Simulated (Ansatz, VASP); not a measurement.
**NiO: VASP beside Ansatz**

```xyz
2
Lattice="0.0000 2.0529 2.0529 2.0529 0.0000 2.0529 2.0529 2.0529 0.0000" Properties=species:S:1:pos:R:3 pbc="T T T"
Ni    0.0000    0.0000    0.0000
O     2.0529    2.0529    2.0529
```

Alike in both runs: functional PBEsol; k mesh 8 × 8 × 8; occupations gaussian, width 0.1 eV; collinear spin.

Ansatz relaxed the structure, and its values are those at the end. VASP's run is a single point on that final structure, the one shown.

```csv
,VASP,Ansatz
version,VASP 6.6.1,Ansatz 0.2.0
potentials or method,"VASP PAW PBE potentials, release 64 (Ni_sv_GW, O), cutoff 600 eV","scalar-relativistic, plane waves, PAW"
valence electrons in the cell,24,24
```

VASP gave:

- gap on the k mesh at the Fermi level (eV): none
- pressure (GPa): -2.3
- net moment per atom (μB): 0.49
- size of the moment on the site where the two differ most (μB): 0.83

Q: What did Ansatz give for the same quantities?

A: gap on the k mesh at the Fermi level (eV): none; pressure (GPa): -0.2; net moment per atom (μB): 0.49; size of the moment on the site where the two differ most (μB): 0.81.

VASP's potentials were made for PBE, not for PBEsol. Site moments also hang on the region over which each program counts them. A gap of «none» marks a metal or a gap that the smearing closes. The functional is the same, so the differences come from potentials, cutoffs and numerics.
